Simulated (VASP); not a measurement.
Crystal: TiO2.

```
Ti O
1.0
    -1.85347    1.85347    4.66018
     1.85347   -1.85347    4.66018
     1.85347    1.85347   -4.66018
Ti O
2 4
Direct
  0.75000 0.25000 0.50000
  0.00000 0.00000 0.00000
  0.79190 0.79190 0.00000
  0.54190 0.04190 0.50000
  0.95810 0.45810 0.50000
  0.20810 0.20810 0.00000
```

Base run:

| Property | Result |
| --- | --- |
| Program | VASP 6.6.1 |
| Functional | PBE exchange alone |
| Potentials or basis | VASP PAW PBE potentials, release 64 (Ti_sv, O) |
| Cutoff | 520 eV |
| k mesh | 10 × 10 × 10 |
| Occupations | fermi-dirac, width 0.05 eV |
| Spin | no spin polarisation |

Its results: band gap on the k mesh 2.31 eV (least direct gap 2.62 eV); pressure 41.6 GPa; largest force 0.898 eV/Å.

Question: The run is repeated on the same cell with these changes: functional from PBE exchange alone to RPBE; further incar settings from ALGO = Normal; EDIFF = 1e-07; NBANDS = 33 to ALGO = Normal; EDIFF = 1e-06; NBANDS = 33. What comes out?

Answer: Band gap on the k mesh 2.30 eV (least direct gap 2.61 eV); pressure 26.9 GPa; largest force 0.600 eV/Å.

Caveats: the cell stands under pressure; the PAW data sets were made with another functional, which shifts forces and pressure a little (at least some runs).

A k mesh can miss the band edges.
